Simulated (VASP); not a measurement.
GeCl5:

```
Ge Cl
1.0
     0.00000    4.34271    4.34271
     4.34271    0.00000    4.34271
     4.34271    4.34271    0.00000
Ge Cl
1 5
Direct
  0.00000 0.00000 0.00000
  0.12500 0.62500 0.62500
  0.62500 0.62500 0.62500
  0.62500 0.12500 0.62500
  0.62500 0.62500 0.12500
  0.25000 0.25000 0.25000
```

The cell was built from a structure type or drawn by symmetry, and may not be a known phase.

| Quantity | Value |
| --- | --- |
| Program | VASP 6.6.1 |
| Task | relaxation of cell and atoms |
| Functional | PBE |
| Potentials or basis | VASP PAW PBE potentials, release 64 (Ge_d, Cl) |
| Cutoff | 600 eV |
| k mesh | 4 × 4 × 4 |
| Occupations | gaussian, width 0.1 eV |
| Spin | no spin polarisation |

At the start: pressure -4.4 GPa; volume 27.30 Å³/atom.

Problem. How do energy, volume and symmetry change on relaxing?

Solution. Over 4 steps the energy falls by 87.1 meV/atom and the volume is 22.11 Å³/atom (-19.0 %); space group F-43m (No. 216, to 0.1 Å) before and after.

The path:
```
step  energy change (eV)  largest force (eV/Å)  pressure (GPa)  volume (Å³)
   1              0.0000                0.0590           -4.41       163.80
   2             -0.3944                0.0276           -2.72       146.64
   3             -0.5198                0.0110           -0.46       134.77
   4             -0.5223                0.0202            0.02       132.66
```

Final structure:
```
Ge Cl
1.0
     0.00000    4.04798    4.04798
     4.04798    0.00000    4.04798
     4.04798    4.04798    0.00000
Ge Cl
1 5
Cartesian
  4.0480 4.0480 8.0960
  5.0629 3.0331 3.0331
  5.0629 5.0629 5.0629
  3.0331 5.0629 3.0331
  3.0331 3.0331 5.0629
  2.0240 2.0240 2.0240
```

Caveat: the volume moved by over 15 % at a fixed basis, so the end points are rough; an odd number of electrons without spin polarisation forces a metal; a magnetic or distorted state may lie lower.
